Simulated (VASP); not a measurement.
Here is a VASP 6.6.1 calculation.

File INCAR:

```
SYSTEM = Ge
ALGO = Normal
EDIFF = 1E-6
EDIFFG = -0.005
ENCUT = 600
GGA = PE
IBRION = 2
ISIF = 3
ISMEAR = -1
LASPH = .TRUE.
LCHARG = .FALSE.
LREAL = .FALSE.
LWAVE = .FALSE.
NELM = 100
NSW = 60
PREC = Accurate
PSTRESS = 480.0
SIGMA = 0.08
```

KPOINTS

```
k-points
0
G
  18 18 18
  0 0 0
```

Contents of POSCAR:

```
Ge
1.0
   -1.5054052370      1.5054052370      1.5054052370
    1.5054052370     -1.5054052370      1.5054052370
    1.5054052370      1.5054052370     -1.5054052370
Ge
1
Direct
    0.0000000000      0.0000000000      0.0000000000
```

Potentials or basis: VASP PAW PBE potentials, release 64 (Ge_d).

The run is started by

```console
$ cat potpaw_PBE.64/Ge_d/POTCAR > POTCAR
$ mpirun -np 1 vasp_std > vasp.out
```

(1) What does it give for the band gap on the k mesh?

Answers

(1) zero (band 7 reaches 23.98 eV, above the bottom of band 8 at 6.37 eV).

Caveat: the relaxation stopped at its first step, so nothing moved; the cell is relaxed towards a set pressure, so the enthalpy falls and the energy may rise.
